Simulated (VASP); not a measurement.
Input of a VASP 6.6.1 run:

INCAR

```
PREC     = Accurate       # precision mode
ENCUT    = 500            # plane-wave cutoff, eV
EDIFF    = 1E-6           # SCF threshold, eV
ISMEAR   = 1              # smearing method
SIGMA    = 0.0527         # smearing width, eV
LREAL    = F              # projectors in reciprocal space
LASPH    = T              # aspherical terms in the spheres
NELM     = 120            # most SCF steps
ALGO     = Normal         # electronic algorithm
ISIF     = 2              # what is computed and relaxed
LWAVE    = F              # write WAVECAR
LCHARG   = F              # write CHGCAR
GGA      = PE             # functional
NBANDS   = 12             # bands
GGA_COMPAT= F
```

The input KPOINTS:

```
Automatic mesh
0
Gamma
  5 5 5
```

The input POSCAR:

```
SiSb
1.0
    0.0000000000      3.0849711863      3.0849711863
    3.0849711863      0.0000000000      3.0849711863
    3.0849711863      3.0849711863      0.0000000000
Si Sb
1 1
Direct
    0.0000000000      0.0000000000      0.0000000000
    0.2500000000      0.2500000000      0.2500000000
```

Potentials or basis: VASP PAW PBE potentials, release 64 (Si, Sb).

Launch:

```console
$ cat potpaw_PBE.64/Si/POTCAR potpaw_PBE.64/Sb/POTCAR > POTCAR
$ mpirun -np 1 vasp_std > vasp.out
```

**Question.** Predict the pressure.

**Answer.** 0.2 GPa.
